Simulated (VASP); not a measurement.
TiC, 2 atoms in the cell. The typed cell holds 2 atoms: a = 2.982 Å, b = 3.049 Å, c = 3.001 Å, α = 61.36°, β = 61.78°, γ = 60.70°. 

```yaml
Program: VASP 6.6.1
Task: single point
Functional: PBE
Potentials_or_basis: VASP PAW PBE potentials, release 64 (Ti_sv, C)
Cutoff: 520 eV
k_mesh: 6 × 6 × 6
Occupations: fermi-dirac, width 0.1 eV
Spin: no spin polarisation
Dipole_correction: no
Further_INCAR_settings: ALGO = Normal; EDIFF = 1e-07; NBANDS = 15
```

Potentials or basis: VASP PAW PBE potentials, release 64 (Ti_sv, C).

Command:

```console
$ cat potpaw_PBE.64/Ti_sv/POTCAR potpaw_PBE.64/C/POTCAR > POTCAR
$ mpirun -np 1 vasp_std > vasp.out
```

Hardware: 1 thread of Intel(R) Xeon(R) Platinum 8259CL CPU @ 2.50GHz (Skylake/Cascade Lake) (shared host).

Q: How long does it take, and how much memory?

A: Wall time 22 s on 1 thread of Intel(R) Xeon(R) Platinum 8259CL CPU @ 2.50GHz (Skylake/Cascade Lake) (shared host), peak memory 0.16 GiB. Counts: scf iterations 16, k points 112.
